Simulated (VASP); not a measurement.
# H (Fm-3m) in VASP: single point with PBE

Aim: the single point of H with PBE.

Everything below comes from runs of VASP 6.6.1. Logs are shortened: lines on timing, memory, paths and dates and some standing lists are left out, and cuts for length are marked.

## (1) The cell of the first run

The structure is cubic, space group Fm-3m (No. 225). The conventional cell has a = 2.283 Å, b = 2.283 Å, c = 2.283 Å, α = 90.00°, β = 90.00°, γ = 90.00°. H (site symmetry m-3m) has 12 H at 1.61 Å within 2.1 Å.

## (2) Single point, PBE

Input file INCAR:

```
  PREC = Accurate
  ENCUT = 520
  EDIFF = 1E-6
  ISMEAR = -1
  SIGMA = 0.13605693000000002
  LREAL = F
  LASPH = T
  NELM = 80
  ALGO = Normal
  ISIF = 2
  LWAVE = F
  LCHARG = T
  GGA = PE
  LELF = T
  LVHAR = T
  NBANDS = 6
```

Input file KPOINTS:

```
Automatic mesh
0
Gamma
  18 18 18
```

Input file POSCAR:

```
H
1.0
    0.0000000000      1.1415256070      1.1415256070
    1.1415256070      0.0000000000      1.1415256070
    1.1415256070      1.1415256070      0.0000000000
H
1
Direct
    0.0000000000      0.0000000000      0.0000000000
```

Potentials or basis: VASP PAW PBE potentials, release 64 (H).

Started as:

```sh
cat potpaw_PBE.64/H/POTCAR > POTCAR
mpirun -np 1 vasp_std > vasp.out
```

OUTCAR:

```text
PREC = Accurate
   ENCUT = 520
   EDIFF = 1E-6
   ISMEAR = -1
   LREAL = F
   LASPH = T
   NELM = 80
   ISIF = 2
   GGA = PE

 ion  position               nearest neighbor table
   1  0.000  0.000  0.000-

  LATTYP: Found a face centered cubic cell.
 ALAT       =     2.2830512140

  Lattice vectors:

 A1 = (   0.0000000000,   1.1415256070,   1.1415256070)
 A2 = (   1.1415256070,   0.0000000000,   1.1415256070)
 A3 = (   1.1415256070,   1.1415256070,   0.0000000000)

Analysis of symmetry for initial positions (statically):
=====================================================================
 Subroutine PRICEL returns:
 Original cell was already a primitive cell.

 Routine SETGRP: Setting up the symmetry group for a
 face centered cubic supercell.

 Subroutine GETGRP returns: Found 48 space group operations
 (whereof 48 operations were pure point group operations)
 out of a pool of 48 trial point group operations.

The static configuration has the point symmetry O_h .

Analysis of symmetry for dynamics (positions and initial velocities):
=====================================================================
 Subroutine PRICEL returns:
 Original cell was already a primitive cell.

 Routine SETGRP: Setting up the symmetry group for a
 face centered cubic supercell.

 Subroutine GETGRP returns: Found 48 space group operations
 (whereof 48 operations were pure point group operations)
 out of a pool of 48 trial point group operations.

The dynamic configuration has the point symmetry O_h .

 Subroutine INISYM returns: Found 48 space group operations
 (whereof 48 operations are pure point group operations),
 and found     1 'primitive' translations

----------------------------------------------------------------------------------------

                                     Primitive cell

  volume of cell :       2.9750

  direct lattice vectors                    reciprocal lattice vectors
     0.000000000  1.141525607  1.141525607    -0.438010323  0.438010323  0.438010323
     1.141525607  0.000000000  1.141525607     0.438010323 -0.438010323  0.438010323
     1.141525607  1.141525607  0.000000000     0.438010323  0.438010323 -0.438010323

  length of vectors
     1.614360995  1.614360995  1.614360995     0.758656134  0.758656134  0.758656134

  position of ions in fractional coordinates (direct lattice)
     0.000000000  0.000000000  0.000000000

  ion indices of the primitive-cell ions
   primitive index   ion index
                 1           1

----------------------------------------------------------------------------------------

 KPOINTS: Automatic mesh

Automatic generation of k-mesh.
 Grid dimensions read from file:
 generate k-points for:   18   18   18

 Generating k-lattice:

  Cartesian coordinates                     Fractional coordinates (reciprocal lattice)
    -0.024333907  0.024333907  0.024333907     0.055555556  0.000000000  0.000000000
     0.024333907 -0.024333907  0.024333907     0.000000000  0.055555556  0.000000000
     0.024333907  0.024333907 -0.024333907     0.000000000  0.000000000  0.055555556

  Length of vectors
     0.042147563  0.042147563  0.042147563

  Shift w.r.t. Gamma in fractional coordinates (k-lattice)
     0.000000000  0.000000000  0.000000000

 Subroutine IBZKPT returns following result:
 ===========================================

 Found    195 irreducible k-points:

 Following reciprocal coordinates:
            Coordinates               Weight
  0.000000  0.000000  0.000000      1.000000
  0.055556  0.000000  0.000000      8.000000
  0.111111  0.000000  0.000000      8.000000
  0.166667  0.000000  0.000000      8.000000
  0.222222  0.000000  0.000000      8.000000
  0.277778  0.000000  0.000000      8.000000
[... 16 lines left out ...]
 -0.277778  0.055556  0.000000     24.000000
 -0.222222  0.055556  0.000000     24.000000
 [... further k-points ...]
   k-points           NKPTS =    195   k-points in BZ     NKDIM =    195   number of bands    NBANDS=      6
   number of dos      NEDOS =    301   number of ions     NIONS =      1
   total plane-waves  NPLWV =   1728
   dimension x,y,z NGX =    12 NGY =   12 NGZ =   12
   dimension x,y,z NGXF=    24 NGYF=   24 NGZF=   24
   ions per type =               1
   NGX,Y,Z   is equivalent  to a cutoff of  12.36, 12.36, 12.36 a.u.
   NGXF,Y,Z  is equivalent  to a cutoff of  24.72, 24.72, 24.72 a.u.
 SYSTEM =  unknown system
   PREC   = accura    normal or accurate (medium, high low for compatibility)
   ISTART =      0    job   : 0-new  1-cont  2-samecut
   ICHARG =      2    charge: 1-file 2-atom 10-const
   ISPIN  =      1    spin polarized calculation?
   LNONCOLLINEAR =      F non collinear calculations
   LSORBIT =      F    spin-orbit coupling
   LASPH  =      T    aspherical Exc in radial PAW
   ENCUT  =  520.0 eV  38.22 Ry    6.18 a.u.   3.00  3.00  3.00*2*pi/ulx,y,z
   NELM   =     80;   NELMIN=  2; NELMDL= -5     # of ELM steps
   EDIFF  = 0.1E-05   stopping-criterion for ELM
   LREAL  =      F    real-space projection
   EDIFFG = 0.1E-04   stopping-criterion for IOM
   NSW    =      0    number of steps for IOM
   IBRION =     -1    ionic relax: 0-MD 1-quasi-New 2-CG
   NFREE  =      0    steps in history (QN), initial steepest desc. (CG)
   ISIF   =      2    stress and relaxation
   ISYM   =      2    0-nonsym 1-usesym 2-fastsym
   POTIM  = 0.5000    time-step for ionic-motion
   TEBEG  =    0.0;   TEEND  =   0.0 temperature during run
   PSTRESS=    0.0 pullay stress
   NELECT =       1.0000    total number of electrons
   NUPDOWN=      -1.0000    fix difference up-down
   EMIN   =  10.00;   EMAX   =-10.00  energy-range for DOS
   EFERMI =   0.00;   METHOD = LEGACY
   ISMEAR =    -1;   SIGMA  =   0.14  broadening in eV -4-tet -1-fermi 0-gaus
   EFERMI_NEDOS =   21; number of points for ismear=-14 and -15
   IALGO  =     38    algorithm
   IMIX   =      4    mixing-type and parameters
     AMIX     =   0.40;   BMIX     =  1.00
     AMIX_MAG =   1.60;   BMIX_MAG =  1.00
  volume/ion in A,a.u.               =       2.98        20.08
  Fermi-wavevector in a.u.,A,eV,Ry     =   1.138271  2.151021 17.628550  1.295662
  Thomas-Fermi vector in A             =   2.274976
   LORBIT       =      0    0 simple, 1 ext, 2 COOP (PROOUT), +10 PAW based schemes
   GGA     = PE    functional components
   LHFCALC =     F    Hartree Fock is set to
   AEXX    =    0.0000 exact exchange contribution
   IVDW    =     0    specifies the selected vdW correction
   LEPSILON=     F    determine dielectric tensor
   LRPA    =     F    only Hartree local field effects (RPA)
 non-spin polarized calculation
  energy-cutoff  :      520.00
  volume of cell :        2.98
 maximum number of plane-waves:        92
   NGX =  5   NGY =  5   NGZ =  5

 number of electron       1.0000000 magnetization

 Free energy of the ion-electron system (eV)
  ---------------------------------------------------
  ext. energy  EPLUGINS =         0.00000000
  ---------------------------------------------------
  free energy    TOTEN  =        -2.15096104 eV

  energy without entropy =       -2.14476822  energy(sigma->0) =       -2.14786463

 E-fermi :   2.9806     XC(G=0): -11.1028

 val. band max:        2.8673399213   @ k =   0.5000   0.3333   0.1111
 cond. band min:       3.0114812711   @ k =   0.3889   0.3889   0.0000
 fundamental gap:      0.1441413498
 Fermi energy:         2.9806412007

 k-point     1 :       0.0000    0.0000    0.0000
  band No.  band energies     occupation
      1     -13.5115      2.00000
      2      58.2045      0.00000
      3      73.7137      0.00000
      4      73.7137      0.00000
      5      73.7137      0.00000
      6      77.0923      0.00000

 k-point     2 :       0.0556    0.0000    0.0000
  band No.  band energies     occupation
      1     -13.2521      2.00000
      2      56.4970      0.00000
      3      68.9465      0.00000
      4      72.0453      0.00000
      5      72.0453      0.00000
      6      77.3362      0.00000

 k-point     3 :       0.1111    0.0000    0.0000
  band No.  band energies     occupation
      1     -12.4754      2.00000
      2      51.6253      0.00000
      3      64.5046      0.00000
      4      69.8234      0.00000
      5      69.8234      0.00000
      6      79.7539      0.00000

 k-point     4 :       0.1667    0.0000    0.0000
  band No.  band energies     occupation
      1     -11.1835      2.00000
      2      45.0479      0.00000
      3      61.8226      0.00000
      4      67.9970      0.00000
      5      67.9970      0.00000
      6      82.2492      0.00000

 k-point     5 :       0.2222    0.0000    0.0000
  band No.  band energies     occupation
      1      -9.3832      2.00000
      2      38.1282      0.00000
      3      60.0381      0.00000
      4      66.6534      0.00000
      5      66.6535      0.00000
      6      81.0781      0.00000
[... 136 lines left out ...]
 k-point    21 :      -0.3889    0.0556    0.0000
  band No.  band energies     occupation
      1       0.1558      2.00000
      2      17.9766      0.00000
      3      53.8010      0.00000
      4      64.1062      0.00000
      5      66.6172      0.00000
      6      70.5506      0.00000

 k-point    22 :      -0.3333    0.0556    0.0000
  band No.  band energies     occupation
      1      -3.0829      2.00000
      2      23.4070      0.00000
      3      53.9168      0.00000
      4      64.6671      0.00000
      5      68.2911      0.00000
      6      71.9551      0.00000

 k-point    23 :      -0.2778    0.0556    0.0000
  band No.  band energies     occupation
      1      -5.9878      2.00000
      2      29.4778      0.00000
      3      54.4169      0.00000
      4      65.4072      0.00000
      5      69.4245      0.00000
      6      74.2576      0.00000

 k-point    24 :      -0.2222    0.0556    0.0000
  band No.  band energies     occupation
      1      -8.4433      2.00000
      2      36.0062      0.00000
      3      55.4001      0.00000
      4      66.3838      0.00000
      5      70.4319      0.00000
      6      77.2558      0.00000

 [... further k-points ...]

------------------------ aborting loop because EDIFF is reached ----------------------------------------

  FORCE on cell =-STRESS in cart. coord.  units (eV):
  Direction    XX          YY          ZZ          XY          YZ          ZX
  --------------------------------------------------------------------------------------
  -------------------------------------------------------------------------------------
  Total       -0.0113868     -0.0113868     -0.0113868     -0.0000000      0.0000000     -0.0000000
  in kB       -6.1323342     -6.1323342     -6.1323342     -0.0000000      0.0000000     -0.0000000
  external PRESSURE =      -6.1323342 kB  Pullay stress =       0.0000000 kB

 VOLUME and BASIS-vectors are now :
 -----------------------------------------------------------------------------
  energy-cutoff  :      520.00
  volume of cell :        2.98
      direct lattice vectors                 reciprocal lattice vectors
     0.000000000  1.141525607  1.141525607    -0.438010323  0.438010323  0.438010323
     1.141525607  0.000000000  1.141525607     0.438010323 -0.438010323  0.438010323
     1.141525607  1.141525607  0.000000000     0.438010323  0.438010323 -0.438010323

 POSITION                                       TOTAL-FORCE (eV/Angst)
 -----------------------------------------------------------------------------------
      0.00000      0.00000      0.00000        -0.000000     -0.000000      0.000000
 -----------------------------------------------------------------------------------
    total drift:                                0.000000     -0.000000      0.000000

  FREE ENERGIE OF THE ION-ELECTRON SYSTEM (eV)
  ---------------------------------------------------
  free  energy   TOTEN  =        -2.1509610444 eV

  energy  without entropy=       -2.1447682237  energy(sigma->0) =       -2.14786463
```

Run time: 5.3 s. Hardware: 1 thread of AMD EPYC 7R13, shared host; peak memory 0.07 GiB.

Results:

```yaml
Free_energy: -2.1510 eV
Pressure: -0.6 GPa
```
